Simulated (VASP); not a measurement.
## AlNi: single point with LDA

The system is AlNi.

```xyz
2
Lattice="1.9860 -2.0008 0.0000 1.9860 2.0008 0.0000 0.0000 0.0000 3.1751" Properties=species:S:1:pos:R:3 pbc="T T T"
Al    0.0000    0.0000    0.0000
Ni    1.9860    0.0000    1.5875
```

```
Program             : VASP 6.6.1
Task                : single point
Functional          : LDA
Potentials or basis : VASP PAW LDA potentials, release 64 (Al, Ni)
Cutoff              : 520 eV
k mesh              : 10 × 10 × 9
Occupations         : fermi-dirac, width 0.05 eV
Spin                : collinear spin, ferromagnetic start
Starting moments    : [0.0, 1.0] μB
```

The pressure is -14.7 GPa. The net moment is 0.00 μB per cell and the valence electrons inside the program's atomic spheres are Al 0.79; Ni 9.40.

Stress tensor (GPa, compression positive):
```
-12.07   0.00   0.00
  0.00 -13.33   0.00
  0.00   0.00 -18.72
```

Levels at points of the mesh, in eV from the Fermi level:
Spin up:
```csv
k point,band 4,band 5,band 6,band 7,band 8,band 9,band 10,band 11
"(0.00, 0.00, 0.00)",-1.52,-1.50,-1.22,2.79,6.64,6.68,6.98,8.52
"(0.50, 0.00, 0.00)",-2.51,-1.87,-1.40,-0.34,7.56,7.90,8.75,11.22
"(0.50, 0.50, 0.00)",-2.21,-2.20,-2.09,-0.78,2.08,2.89,10.03,12.97
```
Spin down:
| k point | band 4 | band 5 | band 6 | band 7 | band 8 | band 9 | band 10 | band 11 |
| --- | --- | --- | --- | --- | --- | --- | --- | --- |
| (0.00, 0.00, 0.00) | -1.52 | -1.50 | -1.22 | 2.79 | 6.64 | 6.68 | 6.98 | 8.52 |
| (0.50, 0.00, 0.00) | -2.51 | -1.87 | -1.40 | -0.34 | 7.56 | 7.90 | 8.75 | 11.22 |
| (0.50, 0.50, 0.00) | -2.21 | -2.20 | -2.09 | -0.78 | 2.08 | 2.89 | 10.03 | 12.97 |

Wall time 100 s on 1 thread of AMD EPYC 7R13 Processor (Zen 3), with other jobs on the host, peak memory 0.18 GiB.
